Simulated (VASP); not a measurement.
# LiFeN (P-6m2) in VASP: settings compared, part 2 of 2

VASP 6.6.1.

## 3. Single point, PBE, collinear spin, ferromagnetic start

The input, INCAR:

```
SYSTEM = LiFeN
PREC = Accurate ; ENCUT = 520
EDIFF = 1E-6 ; ISMEAR = 0
SIGMA = 0.1 ; LREAL = .False.
LASPH = .True. ; NELM = 150
ALGO = Normal ; ISIF = 2
LWAVE = .False. ; LCHARG = .False.
ISPIN = 2 ; MAGMOM = 0 0.45 0
LORBIT = 11 ; LMAXMIX = 4
GGA = PE ; NBANDS = 19
```

The input, KPOINTS:

```
Automatic mesh
0
Gamma
  6 6 4
  0 0 0
```

The input, POSCAR:

```
LiFeN
1.0
    3.1006003459      0.0000000000      0.0000000000
   -1.5503001730      2.6851986665      0.0000000000
    0.0000000000      0.0000000000      4.1453390000
Li Fe N
1 1 1
Direct
    0.3333333333      0.6666666667      0.0000000000
    0.6666666667      0.3333333333      0.5000000000
    0.3333333333      0.6666666667      0.5000000000
```

Potentials or basis: VASP PAW PBE potentials, release 64 (Li_sv, Fe, N).

Run with:

```bash
$ cat potpaw_PBE.64/Li_sv/POTCAR potpaw_PBE.64/Fe/POTCAR potpaw_PBE.64/N/POTCAR > POTCAR
$ mpirun -np 1 vasp_std > vasp.out
```

OUTCAR:

```text
SYSTEM = LiFeN
   PREC = Accurate
   ENCUT = 520
   EDIFF = 1E-6
   ISMEAR = 0
   LREAL = .False.
   LASPH = .True.
   NELM = 150
   ISIF = 2
   ISPIN = 2
   LORBIT = 11
   GGA = PE

 ion  position               nearest neighbor table
   1  0.333  0.667  0.000-   3 2.07   3 2.07   2 2.74   2 2.74   2 2.74   2 2.74   2 2.74   2 2.74

   2  0.667  0.333  0.500-   3 1.79   3 1.79   3 1.79   1 2.74   1 2.74   1 2.74   1 2.74   1 2.74
                             1 2.74
   3  0.333  0.667  0.500-   2 1.79   2 1.79   2 1.79   1 2.07   1 2.07

  LATTYP: Found a hexagonal cell.
 ALAT       =     3.1006003459
 C/A-ratio  =     1.3369472159

  Lattice vectors:

 A1 = (   3.1006003459,   0.0000000000,   0.0000000000)
 A2 = (  -1.5503001730,   2.6851986665,   0.0000000000)
 A3 = (   0.0000000000,   0.0000000000,   4.1453390000)

Analysis of symmetry for initial positions (statically):
=====================================================================
[... 1119 lines left out ...]
     19      23.4791      0.00000

------------------------ aborting loop because EDIFF is reached ----------------------------------------

  FORCE on cell =-STRESS in cart. coord.  units (eV):
  Direction    XX          YY          ZZ          XY          YZ          ZX
  --------------------------------------------------------------------------------------
  -------------------------------------------------------------------------------------
  Total       -0.0493699     -0.0493699      0.0070839      0.0000000      0.0000000     -0.0000000
  in kB       -2.2918739     -2.2918739      0.3288503      0.0000000      0.0000000     -0.0000000
  external PRESSURE =      -1.4182992 kB  Pullay stress =       0.0000000 kB

 VOLUME and BASIS-vectors are now :
 -----------------------------------------------------------------------------
  energy-cutoff  :      520.00
  volume of cell :       34.51
      direct lattice vectors                 reciprocal lattice vectors
     3.100600346  0.000000000  0.000000000     0.322518186  0.186205962  0.000000000
    -1.550300173  2.685198666  0.000000000     0.000000000  0.372411923  0.000000000
     0.000000000  0.000000000  4.145339000     0.000000000  0.000000000  0.241234794

 POSITION                                       TOTAL-FORCE (eV/Angst)
 -----------------------------------------------------------------------------------
     -0.00000      1.79013      0.00000        -0.000000     -0.000000      0.000000
      1.55030      0.89507      2.07267         0.000000      0.000000      0.000000
     -0.00000      1.79013      2.07267         0.000000      0.000000      0.000000
 -----------------------------------------------------------------------------------
    total drift:                               -0.000001      0.000001      0.000000

  FREE ENERGIE OF THE ION-ELECTRON SYSTEM (eV)
  ---------------------------------------------------
  free  energy   TOTEN  =       -18.9251828234 eV

  energy  without entropy=      -18.9144258613  energy(sigma->0) =      -18.91980434

 total charge

# of ion       s       p       d       tot
------------------------------------------
    1        2.027   0.066   0.000   2.093
    2        0.536   0.623   6.517   7.676
    3        1.271   2.447   0.000   3.718
--------------------------------------------------
tot          3.834   3.136   6.517  13.487

 magnetization (x)

# of ion       s       p       d       tot
------------------------------------------
    1       -0.000  -0.000   0.000  -0.000
    2        0.000   0.001   0.035   0.036
    3        0.000  -0.000   0.000  -0.000
--------------------------------------------------
tot          0.000   0.001   0.035   0.036
```

OSZICAR:

```text
N       E                     dE             d eps       ncg     rms          rms(c)
DAV:   1     0.987407349383E+02    0.98741E+02   -0.66289E+03  1596   0.912E+02
DAV:   2    -0.124594770181E+02   -0.11120E+03   -0.95391E+02  1646   0.227E+02
DAV:   3    -0.233057711742E+02   -0.10846E+02   -0.10397E+02  2536   0.699E+01
DAV:   4    -0.240082780830E+02   -0.70251E+00   -0.68913E+00  2245   0.119E+01
DAV:   5    -0.240162587638E+02   -0.79807E-02   -0.79781E-02  1971   0.161E+00    0.248E+01
DAV:   6    -0.310165845633E+02   -0.70003E+01   -0.29504E+01  1831   0.108E+02    0.386E+01
DAV:   7    -0.190022920337E+02    0.12014E+02   -0.19015E+01  1821   0.873E+01    0.456E+00
DAV:   8    -0.189527546351E+02    0.49537E-01   -0.10032E+00  1937   0.650E+00    0.216E+00
DAV:   9    -0.189278794374E+02    0.24875E-01   -0.35234E-02  2418   0.287E+00    0.724E-01
DAV:  10    -0.189252180263E+02    0.26614E-02   -0.33378E-03  2056   0.474E-01    0.218E-01
DAV:  11    -0.189251291817E+02    0.88845E-04   -0.44135E-04  2118   0.187E-01    0.123E-01
DAV:  12    -0.189251591296E+02   -0.29948E-04   -0.56096E-05  2211   0.650E-02    0.693E-02
DAV:  13    -0.189251696409E+02   -0.10511E-04   -0.73939E-06  1804   0.257E-02    0.293E-02
DAV:  14    -0.189251820764E+02   -0.12435E-04   -0.63057E-06  1802   0.264E-02    0.113E-02
DAV:  15    -0.189251828234E+02   -0.74702E-06   -0.70712E-07  1430   0.104E-02
   1 F= -.18925183E+02 E0= -.18919804E+02  d E =-.107570E-01  mag=     0.0351
```

stdout:

```text
POSCAR found type information on POSCAR LiFeN
 POSCAR found :  3 types and       3 ions
 scaLAPACK will be used
 LDA part: xc-table for (Slater+PW92), standard interpolation
 POSCAR, INCAR and KPOINTS ok, starting setup
 FFT: planning ... GRIDC
 FFT: planning ... GRID_SOFT
 FFT: planning ... GRID
 WAVECAR not read
 entering main loop
```

It took 21 s on 1 thread of Intel Xeon 6975P-C, shared host; peak memory 0.17 GiB.

What came out:

```
Free energy                                           : -18.9252 eV
Band gap on the k mesh                                : zero (filled and empty bands overlap)
Net moment                                            : 0.04 μB per cell
Site moments                                          : Li -0.00; Fe +0.04; N -0.00 μB
Valence electrons inside the program's atomic spheres : Li 2.09; Fe 7.68; N 3.72
```

Caveat: the k points lie up to 0.39 Å⁻¹ apart; the cutoff is under 1.25 times the usual one of these potentials, so pressure, stress and relaxed cells hold a basis-set (Pulay) error.

## 4. Single point, PBE, collinear spin, ferromagnetic start

The input, INCAR:

```
SYSTEM = LiFeN
  PREC = Accurate
  ENCUT = 520
  EDIFF = 1E-6
  ISMEAR = 0
  SIGMA = 0.1
  LREAL = .FALSE.
  LASPH = .TRUE.
  NELM = 150
  ALGO = Normal
  ISIF = 2
  LWAVE = .FALSE.
  LCHARG = .FALSE.
  ISPIN = 2
  MAGMOM = 0 0.45 0
  LORBIT = 11
  LMAXMIX = 4
  GGA = PE
  ISYM = 0
  NBANDS = 19
```

The input, KPOINTS:

```
regular mesh
0
G
  6 2 4
  0 0 0
```

POSCAR is that of step 3.

Run with:

```bash
$ cat potpaw_PBE.64/Li_sv/POTCAR potpaw_PBE.64/Fe/POTCAR potpaw_PBE.64/N/POTCAR > POTCAR
$ mpirun -np 1 vasp_std > vasp.out
```

It took 28 s on 1 thread of Intel Xeon 6975P-C, shared host; peak memory 0.18 GiB.

Results (log left out):

* Free energy: -18.9367 eV
* Largest force: 1.930 eV/Å
* Net moment: 0.10 μB per cell
* Site moments: Li +0.00; Fe +0.09; N +0.00 μB
* Valence electrons inside the program's atomic spheres: Li 2.09; Fe 7.68; N 3.72

Forces in eV/Å, atoms in the order of the input:
```
Li  -0.025 -0.015  0.000
Fe  -1.646 -0.951  0.000
N    1.672  0.965  0.000
```

Levels at points of the mesh, in eV from the Fermi level:
Spin up:
| k point | band 5 | band 6 | band 7 | band 8 | band 9 | band 10 | band 11 | band 12 |
| --- | --- | --- | --- | --- | --- | --- | --- | --- |
| (0.00, 0.00, 0.00) | -4.84 | -2.59 | -0.74 | -0.74 | 2.32 | 3.64 | 3.74 | 8.28 |
| (0.50, 0.00, 0.00) | -4.53 | -1.70 | -1.21 | -0.96 | 0.27 | 0.79 | 4.32 | 6.11 |
| (0.00, 0.50, 0.00) | -4.53 | -1.68 | -1.12 | -0.96 | 0.21 | 0.77 | 4.33 | 6.11 |
| (0.50, 0.50, 0.00) | -4.53 | -1.68 | -1.12 | -0.96 | 0.21 | 0.77 | 4.33 | 6.11 |
| (0.00, 0.00, 0.50) | -5.34 | -1.00 | -0.80 | -0.79 | 2.41 | 3.68 | 3.77 | 4.82 |
| (0.50, 0.00, 0.50) | -4.50 | -1.42 | -1.07 | -0.23 | -0.18 | 0.33 | 2.20 | 6.85 |
| (0.00, 0.50, 0.50) | -4.49 | -1.33 | -1.06 | -0.21 | -0.21 | 0.27 | 2.21 | 6.84 |
| (0.50, 0.50, 0.50) | -4.49 | -1.33 | -1.06 | -0.21 | -0.21 | 0.27 | 2.21 | 6.84 |
Spin down:
| k point | band 5 | band 6 | band 7 | band 8 | band 9 | band 10 | band 11 | band 12 |
| --- | --- | --- | --- | --- | --- | --- | --- | --- |
| (0.00, 0.00, 0.00) | -4.84 | -2.55 | -0.69 | -0.67 | 2.37 | 3.72 | 3.82 | 8.28 |
| (0.50, 0.00, 0.00) | -4.54 | -1.60 | -1.03 | -0.90 | 0.26 | 0.85 | 4.34 | 6.14 |
| (0.00, 0.50, 0.00) | -4.46 | -1.63 | -1.07 | -0.89 | 0.36 | 0.81 | 4.34 | 6.14 |
| (0.50, 0.50, 0.00) | -4.46 | -1.63 | -1.07 | -0.89 | 0.36 | 0.81 | 4.34 | 6.14 |
| (0.00, 0.00, 0.50) | -5.34 | -0.94 | -0.74 | -0.72 | 2.41 | 3.76 | 3.86 | 4.85 |
| (0.50, 0.00, 0.50) | -4.51 | -1.19 | -1.01 | -0.16 | -0.16 | 0.32 | 2.24 | 6.83 |
| (0.00, 0.50, 0.50) | -4.43 | -1.28 | -1.00 | -0.19 | -0.15 | 0.42 | 2.24 | 6.85 |
| (0.50, 0.50, 0.50) | -4.43 | -1.28 | -1.00 | -0.19 | -0.15 | 0.42 | 2.24 | 6.85 |

Caveat: the k points lie up to 1.17 Å⁻¹ apart; the cutoff is under 1.25 times the usual one of these potentials, so pressure, stress and relaxed cells hold a basis-set (Pulay) error; forces of over 1 eV/Å act on the atoms, so gaps and moduli don't describe the material at rest. With open d or f shells a metallic result of PBE can be an artefact of self-interaction; +U or a hybrid may open a gap.

## 5. The runs side by side

```csv
level,k mesh,gap on the mesh (eV),moment (μB)
BLYP,6 × 6 × 4,none,0.01
PBE,6 × 6 × 4,none,0.04
PBE,6 × 2 × 4,none,0.10
```

Alike in all rows: task single point; potentials or basis VASP PAW PBE potentials, release 64 (Li_sv, Fe, N); spin collinear, ferromagnetic start; cell as given; cutoff (eV) 520; smearing gaussian 0.1 eV.

Caveats: all runs use coarse meshes; the cutoff is under 1.25 times the usual one of these potentials, so pressure, stress and relaxed cells hold a basis-set (Pulay) error; the PAW data sets were made with another functional, which shifts forces and pressure a little (some runs); forces of over 1 eV/Å act on the atoms, so gaps and moduli don't describe the material at rest (some runs).

Absolute energies hang on the potentials; compare differences alone.
